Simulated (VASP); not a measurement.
**AlRu: relaxation of cell and atoms with PBE**

The system is AlRu.

```
Ru Al
1.0
     2.72575    0.00000    0.00000
     0.00000    2.72575    0.00000
     0.00000    0.00000    3.93968
Ru Al
1 1
Direct
  0.50000 0.50000 0.50000
  0.00000 0.00000 0.00000
```

```json
{"Program": "VASP 6.6.1", "Task": "relaxation of cell and atoms", "Functional": "PBE", "Potentials or basis": "VASP PAW PBE potentials, release 64 (Ru_pv, Al)", "Cutoff": "600 eV", "k mesh": "16 × 16 × 10", "Occupations": "gaussian, width 0.1 eV", "Spin": "no spin polarisation", "Dipole correction": "no", "Further INCAR settings": "ALGO = Fast; EDIFF = 1e-06; IBRION = 2; EDIFFG = -0.01; NSW = 80; ISIF = 3"}
```

| Property | Result |
| --- | --- |
| Relaxed volume | 13.55 Å³/atom |
| Relaxed cell | a = 3.004 Å, b = 3.004 Å, c = 3.002 Å, α = 90.00°, β = 90.00°, γ = 90.00° |
| Space group after relaxing (to 0.1 Å) | Pm-3m (No. 221) |
| Energy gained by relaxing | 369.9 meV/atom |
| Ionic steps | 14 |
| Pressure after relaxing | 0.1 GPa |
| Band gap on the k mesh | zero (an odd number of electrons rules out a gap without spin polarisation) |

The path:
```csv
step,energy change (eV),largest force (eV/Å),pressure (GPa),volume (Å³)
1,0.0000,0.0000,-6.46,29.27
2,-0.1925,0.0000,9.03,26.77
3,-0.2127,0.0000,15.95,25.90
4,-0.3239,0.0000,14.99,25.83
5,-0.5993,0.0000,15.31,25.47
6,0.0286,0.0000,39.10,23.97
7,-0.6378,0.0000,16.80,25.26
8,-0.6351,0.0000,18.18,25.13
9,-0.7282,0.0000,5.49,26.41
10,-0.7398,0.0000,-0.18,27.11
11,-0.7398,0.0000,0.21,27.07
12,-0.7398,0.0000,0.21,27.07
13,-0.7398,0.0000,0.23,27.07
14,-0.7399,0.0000,0.06,27.09
```

Final structure:
```
CELL_PARAMETERS angstrom
3.00424 0.00000 0.00000
0.00000 3.00424 0.00000
0.00000 0.00000 3.00199
ATOMIC_POSITIONS crystal
Ru 0.50000 0.50000 0.50000
Al 0.00000 0.00000 0.00000
```

Levels at points of the mesh, in eV from the Fermi level:
```csv
k point,band 7,band 8,band 9,band 10,band 11,band 12
"(0.00, 0.00, 0.00)",0.16,0.16,0.16,6.00,6.00,6.02
"(0.50, 0.00, 0.00)",-1.59,-1.59,0.40,2.23,7.44,10.97
"(0.50, 0.50, 0.00)",-1.38,-1.16,-1.16,1.49,5.21,6.10
"(0.00, 0.00, 0.50)",-1.60,-1.60,0.41,2.23,7.44,12.11
"(0.50, 0.00, 0.50)",-1.37,-1.17,-1.16,1.49,5.22,6.10
"(0.50, 0.50, 0.50)",1.58,1.58,2.49,4.09,4.09,4.09
```

It took 13 min on 1 thread of Intel Xeon 8259CL (shared host), peak memory 0.29 GiB.

Caveat: a cell axis changed by over 15 % at a fixed basis, so the end point is rough.
